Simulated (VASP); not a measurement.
A run of VASP 6.6.1:

File INCAR:

```
ALGO = Normal
EDIFF = 1E-7
ENCUT = 520
GGA = PE
ISIF = 2
ISMEAR = 0
LASPH = True
LCHARG = True
LELF = True
LREAL = False
LVHAR = True
LWAVE = False
NBANDS = 16
NELM = 60
PREC = Accurate
SIGMA = 0.012
```

Contents of KPOINTS:

```
k-points
0
Gamma
  8 8 8
```

File POSCAR:

```
CuI
1.0
    0.0000000000      3.0315000000      3.0315000000
    3.0315000000      0.0000000000      3.0315000000
    3.0315000000      3.0315000000      0.0000000000
I Cu
1 1
Direct
    0.0000000000      0.0000000000      0.0000000000
    0.7500000000      0.7500000000      0.7500000000
```

Potentials or basis: VASP PAW PBE potentials, release 64 (I, Cu).

The run is started by

```sh
$ cat potpaw_PBE.64/I/POTCAR potpaw_PBE.64/Cu/POTCAR > POTCAR
$ mpirun -np 1 vasp_std > vasp.out
```

Hardware: 1 thread of Intel(R) Xeon(R) 6975P-C (Granite Rapids) (shared host).

Question: How long does it take, and how much memory?

Answer: Run time: 11 s on 1 thread of Intel(R) Xeon(R) 6975P-C (Granite Rapids), on a shared host, peak memory 0.18 GiB. Counts: scf iterations 15, k points 29.
